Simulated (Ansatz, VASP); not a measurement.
## One calculation of PtSe2, two programs

```
Pt Se
1.0
     3.42608    0.00000    0.00000
    -1.71304    2.96707    0.00000
     0.00000    0.00000    4.65704
Pt Se
1 2
Direct
  0.00000 0.00000 0.00000
  0.33333 0.66667 0.25000
  0.66667 0.33333 0.75000
```

Change from the starting cell: strain -0.080 along x and y, -0.080 along z, atoms carried along.

Alike in both runs: task single point; functional LDA; k mesh 15 × 15 × 10; occupations gaussian, width 0.15 eV; no spin polarisation.

```csv
,VASP,Ansatz
version,VASP 6.6.1,Ansatz 0.2.0
potentials or method,"VASP PAW LDA potentials, release 64 (Pt, Se), cutoff 520 eV","scalar-relativistic, plane waves, PAW"
valence electrons in the cell,22,50
```

|  | VASP | Ansatz | Ansatz less VASP |
| --- | --- | --- | --- |
| gap on the k mesh at the Fermi level (eV) | none | none | - |
| pressure (GPa) | 61.4 | 59.9 | -1.44 |
| traceless stress, the component that is largest in VASP (GPa) | -16.28 | -15.89 | +0.389 |
| rms of the force components (eV/Å) | 2.324 | 2.265 | -0.0598 |

LDA's correlation is that of Perdew and Zunger in VASP and of Perdew and Wang (1992) in Ansatz. Atom by atom the forces differ by 0.060 eV/Å (rms over components). A gap of «none» marks a metal or a gap that the smearing closes. Both programs put the cell under a high pressure, so it lies far from rest at this level. VASP's potentials hold 22 valence electrons a cell and Ansatz's 50, so a difference there can come from the potentials and not from the codes.

Spin-orbit coupling is off throughout. Noted on VASP's run: the cell as given lies far from equilibrium.
